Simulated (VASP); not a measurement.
# LiY3 in VASP: single point with r2SCAN

Aim: the single point of LiY3 with r2SCAN.

Program: VASP 6.6.1. These are calculated values, not measurements. Logs are shortened: lines on timing, memory, paths and dates and some standing lists are left out, and cuts for length are marked.

## 1. The cell of the first run

The cell holds a slab with vacuum, 8 atoms: a = 5.515 Å, b = 5.515 Å, c = 21.881 Å, α = 90.00°, β = 90.00°, γ = 60.00°.

## 2. Single point, r2SCAN

POSCAR reads:

```
LiY3
1.0
    5.5152240000      0.0000000000      0.0000000000
    2.7576120000      4.7763240916      0.0000000000
    0.0000000000      0.0000000000     21.8805326933
Li Y
2 6
Direct
    0.0000000000      0.0000000000      0.3199190851
    0.3333333333      0.3333333333      0.5257258450
    0.3333333333      0.3333333333      0.3713707750
    0.0000000000      1.0000000000      0.4742741550
    0.6666666667      0.6666666667      0.4228224650
    0.6666666667      0.6666666667      0.5771775350
    0.3333333333      0.3333333333      0.6800809149
    0.0000000000      1.0000000000      0.6286292250
```

INCAR.step1 reads:

```
SYSTEM = LiY3
PREC     = Accurate       ! precision mode
ENCUT    = 520            ! plane-wave cutoff, eV
ISMEAR   = 1              ! smearing method
SIGMA    = 0.05           ! smearing width, eV
LREAL    = .FALSE.        ! projectors in reciprocal space
LASPH    = .TRUE.         ! aspherical terms in the spheres
NELM     = 100            ! most SCF steps
LDIPOL   = .TRUE.       
IDIPOL   = 3            
DIPOL    = 0.5 0.5 0.500
NBANDS   = 46             ! bands
GGA      = PE             ! functional
ALGO     = Normal         ! electronic algorithm
EDIFF    = 1E-4           ! SCF threshold, eV
LWAVE    = .TRUE.         ! write WAVECAR
LCHARG   = .FALSE.        ! write CHGCAR
```

INCAR.step2 reads:

```
SYSTEM = LiY3
PREC     = Accurate       ! precision mode
ENCUT    = 520            ! plane-wave cutoff, eV
EDIFF    = 1E-6           ! SCF threshold, eV
ISMEAR   = 1              ! smearing method
SIGMA    = 0.05           ! smearing width, eV
LREAL    = .FALSE.        ! projectors in reciprocal space
LASPH    = .TRUE.         ! aspherical terms in the spheres
NELM     = 100            ! most SCF steps
ALGO     = Normal         ! electronic algorithm
ISIF     = 2              ! what is computed and relaxed
LWAVE    = .FALSE.        ! write WAVECAR
LCHARG   = .TRUE.         ! write CHGCAR
LDIPOL   = .TRUE.       
IDIPOL   = 3            
DIPOL    = 0.5 0.5 0.500
METAGGA  = R2SCAN         ! meta-GGA
LMIXTAU  = .TRUE.       
LELF     = .TRUE.         ! ELF
LVHAR    = .TRUE.       
LVACPOTAV= .TRUE.       
NBANDS   = 46             ! bands
ISTART   = 1
```

KPOINTS reads:

```
regular mesh
0
G
  4 4 1
  0 0 0
```

Potentials or basis: VASP PAW PBE potentials, release 64 (Li_sv, Y_sv).

The run is started by

```console
> cat potpaw_PBE.64/Li_sv/POTCAR potpaw_PBE.64/Y_sv/POTCAR > POTCAR
> cp INCAR.step1 INCAR
> mpirun -np 1 vasp_std > vasp.out
> cp INCAR.step2 INCAR
> mpirun -np 1 vasp_std > vasp.out
```

OUTCAR:

```text
SYSTEM = LiY3
   PREC = Accurate
   ENCUT = 520
   EDIFF = 1E-6
   ISMEAR = 1
   LREAL = .FALSE.
   LASPH = .TRUE.
   NELM = 100
   ISIF = 2
   METAGGA = R2SCAN
   ISTART = 1

 ion  position               nearest neighbor table
   1  0.000  0.000  0.320-   4 3.38   3 3.38   3 3.38   3 3.38
   2  0.333  0.333  0.526-   7 3.38   4 3.38   6 3.38   6 3.38   4 3.38   4 3.38   6 3.38   3 3.38

   3  0.333  0.333  0.371-   1 3.38   1 3.38   1 3.38   5 3.38   5 3.38   5 3.38   2 3.38   4 3.90
                             4 3.90   4 3.90
   4  0.000  0.000  0.474-   1 3.38   2 3.38   5 3.38   2 3.38   5 3.38   2 3.38   5 3.38   8 3.38
                             6 3.90   3 3.90   6 3.90   3 3.90   6 3.90   3 3.90
   5  0.667  0.667  0.423-   4 3.38   3 3.38   3 3.38   4 3.38   4 3.38   3 3.38   6 3.38
   6  0.667  0.667  0.577-   8 3.38   2 3.38   2 3.38   8 3.38   8 3.38   2 3.38   5 3.38   7 3.90
                             7 3.90   7 3.90   4 3.90   4 3.90   4 3.90
   7  0.333  0.333  0.680-   2 3.38   8 3.38   8 3.38   8 3.38   6 3.90   6 3.90   6 3.90
   8  0.000  0.000  0.629-   7 3.38   7 3.38   7 3.38   6 3.38   6 3.38   6 3.38   4 3.38

  LATTYP: Found a hexagonal cell.
 ALAT       =     5.5152240000
 C/A-ratio  =     3.9672971929

  Lattice vectors:

 A1 = (  -2.7576120000,  -4.7763240916,   0.0000000000)
 A2 = (   5.5152240000,   0.0000000000,   0.0000000000)
 A3 = (   0.0000000000,   0.0000000000,  21.8805326933)

Analysis of symmetry for initial positions (statically):
=====================================================================
 Subroutine PRICEL returns:
 Original cell was already a primitive cell.

 Routine SETGRP: Setting up the symmetry group for a
 hexagonal supercell.

 Subroutine GETGRP returns: Found  6 space group operations
 (whereof  6 operations were pure point group operations)
 out of a pool of 24 trial point group operations.

The static configuration has the point symmetry C_3v.

Analysis of symmetry for dynamics (positions and initial velocities):
=====================================================================
 Subroutine PRICEL returns:
 Original cell was already a primitive cell.

 Routine SETGRP: Setting up the symmetry group for a
 hexagonal supercell.

 Subroutine GETGRP returns: Found  6 space group operations
 (whereof  6 operations were pure point group operations)
 out of a pool of 24 trial point group operations.

The dynamic configuration has the point symmetry C_3v.

 Subroutine INISYM returns: Found  6 space group operations
 (whereof  6 operations are pure point group operations),
 and found     1 'primitive' translations

----------------------------------------------------------------------------------------

                                     Primitive cell

  volume of cell :     576.3879

  direct lattice vectors                    reciprocal lattice vectors
     5.515224000  0.000000000  0.000000000     0.181316298 -0.104683014  0.000000000
     2.757612000  4.776324092  0.000000000     0.000000000  0.209366027  0.000000000
     0.000000000  0.000000000 21.880532693     0.000000000  0.000000000  0.045702726

  length of vectors
     5.515224000  5.515224000 21.880532693     0.209366027  0.209366027  0.045702726

  position of ions in fractional coordinates (direct lattice)
     0.000000000  0.000000000  0.319919085
     0.333333333  0.333333333  0.525725845
     0.333333333  0.333333333  0.371370775
     0.000000000  0.000000000  0.474274155
     0.666666667  0.666666667  0.422822465
     0.666666667  0.666666667  0.577177535
     0.333333333  0.333333333  0.680080915
     0.000000000  0.000000000  0.628629225

  ion indices of the primitive-cell ions
   primitive index   ion index
                 1           1
                 2           2
                 3           3
                 4           4
                 5           5
                 6           6
                 7           7
                 8           8

----------------------------------------------------------------------------------------

 KPOINTS: regular mesh

Automatic generation of k-mesh.
 Grid dimensions read from file:
 generate k-points for:    4    4    1

 Generating k-lattice:

  Cartesian coordinates                     Fractional coordinates (reciprocal lattice)
     0.045329075 -0.026170753  0.000000000     0.250000000  0.000000000  0.000000000
     0.000000000  0.052341507  0.000000000     0.000000000  0.250000000  0.000000000
     0.000000000  0.000000000  0.045702726     0.000000000  0.000000000  1.000000000

  Length of vectors
     0.052341507  0.052341507  0.045702726

  Shift w.r.t. Gamma in fractional coordinates (k-lattice)
     0.000000000  0.000000000  0.000000000

 Subroutine IBZKPT returns following result:
 ===========================================

 Found      4 irreducible k-points:

 Following reciprocal coordinates:
            Coordinates               Weight
  0.000000  0.000000  0.000000      1.000000
  0.250000 -0.000000  0.000000      6.000000
  0.500000 -0.000000  0.000000      3.000000
  0.500000  0.250000  0.000000      6.000000
   k-points           NKPTS =      4   k-points in BZ     NKDIM =      4   number of bands    NBANDS=     46
   number of dos      NEDOS =    301   number of ions     NIONS =      8
   total plane-waves  NPLWV = 296352
   dimension x,y,z NGX =    42 NGY =   42 NGZ =  168
   dimension x,y,z NGXF=    84 NGYF=   84 NGZF=  336
   ions per type =               2   6
   NGX,Y,Z   is equivalent  to a cutoff of  12.66, 12.66, 12.76 a.u.
   NGXF,Y,Z  is equivalent  to a cutoff of  25.32, 25.32, 25.53 a.u.
 SYSTEM =  LiY3
   PREC   = accura    normal or accurate (medium, high low for compatibility)
   ISTART =      1    job   : 0-new  1-cont  2-samecut
   ICHARG =      0    charge: 1-file 2-atom 10-const
   ISPIN  =      1    spin polarized calculation?
   LNONCOLLINEAR =      F non collinear calculations
   LSORBIT =      F    spin-orbit coupling
   LASPH  =      T    aspherical Exc in radial PAW
   ENCUT  =  520.0 eV  38.22 Ry    6.18 a.u.  10.25 10.25 40.68*2*pi/ulx,y,z
   NELM   =    100;   NELMIN=  2; NELMDL=  0     # of ELM steps
   EDIFF  = 0.1E-05   stopping-criterion for ELM
   LREAL  =      F    real-space projection
   EDIFFG = 0.1E-04   stopping-criterion for IOM
   NSW    =      0    number of steps for IOM
   IBRION =     -1    ionic relax: 0-MD 1-quasi-New 2-CG
   NFREE  =      0    steps in history (QN), initial steepest desc. (CG)
   ISIF   =      2    stress and relaxation
   ISYM   =      2    0-nonsym 1-usesym 2-fastsym
   POTIM  = 0.5000    time-step for ionic-motion
   TEBEG  =    0.0;   TEEND  =   0.0 temperature during run
   PSTRESS=    0.0 pullay stress
   NELECT =      72.0000    total number of electrons
   NUPDOWN=      -1.0000    fix difference up-down
   EMIN   =  10.00;   EMAX   =-10.00  energy-range for DOS
   EFERMI =   0.00;   METHOD = LEGACY
   ISMEAR =     1;   SIGMA  =   0.05  broadening in eV -4-tet -1-fermi 0-gaus
   EFERMI_NEDOS =   21; number of points for ismear=-14 and -15
   IALGO  =     38    algorithm
   IMIX   =      4    mixing-type and parameters
     AMIX     =   0.40;   BMIX     =  1.00
     AMIX_MAG =   1.60;   BMIX_MAG =  1.00
  volume/ion in A,a.u.               =      72.05       486.21
  Fermi-wavevector in a.u.,A,eV,Ry     =   0.818366  1.546487  9.112125  0.669722
  Thomas-Fermi vector in A             =   1.928979
   LORBIT       =      0    0 simple, 1 ext, 2 COOP (PROOUT), +10 PAW based schemes
   METAGGA = R2SCAN    functional components
   LHFCALC =     F    Hartree Fock is set to
   AEXX    =    0.0000 exact exchange contribution
   IVDW    =     0    specifies the selected vdW correction
   LEPSILON=     F    determine dielectric tensor
   LRPA    =     F    only Hartree local field effects (RPA)
 non-spin polarized calculation
 Methfessel and Paxton  Order N= 1 SIGMA  =   0.05
  energy-cutoff  :      520.00
  volume of cell :      576.39
 maximum number of plane-waves:     15536
 NGX is ok and might be reduce to    42
   NGX = 21   NGY = 21   NGZ = 81

 dipolmoment           0.000000      0.000000      0.053140 electrons x Angstroem

 number of electron      72.0000011 magnetization

 dipolmoment           0.000000      0.000000     -0.025884 electrons x Angstroem

 Free energy of the ion-electron system (eV)
  ---------------------------------------------------
  ext. energy  EPLUGINS =         0.00000000
  ---------------------------------------------------
  free energy    TOTEN  =      -121.57920281 eV

  energy without entropy =     -121.57466060  energy(sigma->0) =     -121.57768874

 E-fermi :  -0.5157     XC(G=0):  -4.8243

 val. band max:       -0.5268981447   @ k =   0.0000   0.0000   0.0000
 cond. band min:      -0.4963672711   @ k =   0.5000   0.2500   0.0000
 fundamental gap:      0.0305308736
 Fermi energy:        -0.5156595984

 k-point     1 :       0.0000    0.0000    0.0000
  band No.  band energies     occupation
      1     -49.1071      2.00000
      2     -47.5625      2.00000
      3     -45.9273      2.00000
      4     -45.5071      2.00000
      5     -45.0566      2.00000
      6     -44.9674      2.00000
[... 38 lines left out ...]
     45       0.3164     -0.00000
     46       0.6170      0.00000

 k-point     2 :       0.2500   -0.0000    0.0000
  band No.  band energies     occupation
      1     -49.1071      2.00000
      2     -47.5625      2.00000
      3     -45.9267      2.00000
      4     -45.5061      2.00000
      5     -45.0538      2.00000
      6     -44.9643      2.00000
[... 38 lines left out ...]
     45       0.6407      0.00000
     46       0.8694      0.00000

 k-point     3 :       0.5000   -0.0000    0.0000
  band No.  band energies     occupation
      1     -49.1071      2.00000
      2     -47.5625      2.00000
      3     -45.9261      2.00000
      4     -45.5051      2.00000
      5     -45.0509      2.00000
      6     -44.9610      2.00000
[... 38 lines left out ...]
     45       0.8612      0.00000
     46       1.1089      0.00000

 k-point     4 :       0.5000    0.2500    0.0000
  band No.  band energies     occupation
      1     -49.1071      2.00000
      2     -47.5625      2.00000
      3     -45.9261      2.00000
      4     -45.5051      2.00000
      5     -45.0509      2.00000
      6     -44.9610      2.00000
[... 38 lines left out ...]
     45       0.8658      0.00000
     46       0.9193      0.00000

------------------------ aborting loop because EDIFF is reached ----------------------------------------

  FORCE on cell =-STRESS in cart. coord.  units (eV):
  Direction    XX          YY          ZZ          XY          YZ          ZX
  --------------------------------------------------------------------------------------
  -------------------------------------------------------------------------------------
  Total       -1.1563650     -1.1563650     -2.6574485      0.0000000      0.0000000      0.0000000
  in kB       -3.2143317     -3.2143317     -7.3868724      0.0000000      0.0000000      0.0000000
  external PRESSURE =      -4.6051786 kB  Pullay stress =       0.0000000 kB

 VOLUME and BASIS-vectors are now :
 -----------------------------------------------------------------------------
  energy-cutoff  :      520.00
  volume of cell :      576.39
      direct lattice vectors                 reciprocal lattice vectors
     5.515224000  0.000000000  0.000000000     0.181316298 -0.104683014  0.000000000
     2.757612000  4.776324092  0.000000000     0.000000000  0.209366027  0.000000000
     0.000000000  0.000000000 21.880532693     0.000000000  0.000000000  0.045702726

 POSITION                                       TOTAL-FORCE (eV/Angst)
 -----------------------------------------------------------------------------------
      0.00000      0.00000      7.00000         0.000000     -0.000000      0.145560
      2.75761      1.59211     11.50316        -0.000000     -0.000000     -0.028519
      2.75761      1.59211      8.12579         0.000000      0.000000      0.526881
      0.00000      0.00000     10.37737         0.000000     -0.000000     -0.339231
      5.51522      3.18422      9.25158        -0.000000      0.000000     -0.327880
      5.51522      3.18422     12.62895         0.000000      0.000000      0.526486
      2.75761      1.59211     14.88053        -0.000000     -0.000000     -0.482774
      0.00000      0.00000     13.75474         0.000000     -0.000000     -0.020523
 -----------------------------------------------------------------------------------
    total drift:                                0.000000      0.000000     -0.074228

  FREE ENERGIE OF THE ION-ELECTRON SYSTEM (eV)
  ---------------------------------------------------
  free  energy   TOTEN  =      -121.5792028076 eV

  energy  without entropy=     -121.5746605960  energy(sigma->0) =     -121.57768874

 vacuum level on the upper side and lower side of the slab         2.295         2.476
```

Run time: 16 min. Hardware: 1 thread of AMD EPYC 9R45 (Zen 5), shared host; peak memory 0.73 GiB.

What came out:

```yaml
Free_energy: -121.5792 eV
Largest_force: 0.527 eV/Å
```

Forces on the atoms (eV/Å):
```
Li   0.000  0.000  0.146
Li   0.000  0.000 -0.029
Y    0.000  0.000  0.527
Y    0.000  0.000 -0.339
Y    0.000  0.000 -0.328
Y    0.000  0.000  0.526
Y    0.000  0.000 -0.483
Y    0.000  0.000 -0.021
```

Levels at points of the mesh, in eV from the Fermi level:
| k point | band 34 | band 35 | band 36 | band 37 | band 38 | band 39 |
| --- | --- | --- | --- | --- | --- | --- |
| (0.00, 0.00, 0.00) | -0.75 | -0.01 | -0.01 | 0.05 | 0.48 | 0.48 |
| (0.50, 0.00, 0.00) | -0.36 | -0.33 | -0.02 | 0.24 | 0.29 | 0.46 |

Caveat: the cutoff is under 1.25 times the usual one of these potentials, so pressure, stress and relaxed cells hold a basis-set (Pulay) error; the PAW data sets were made with another functional, which shifts forces and pressure a little.
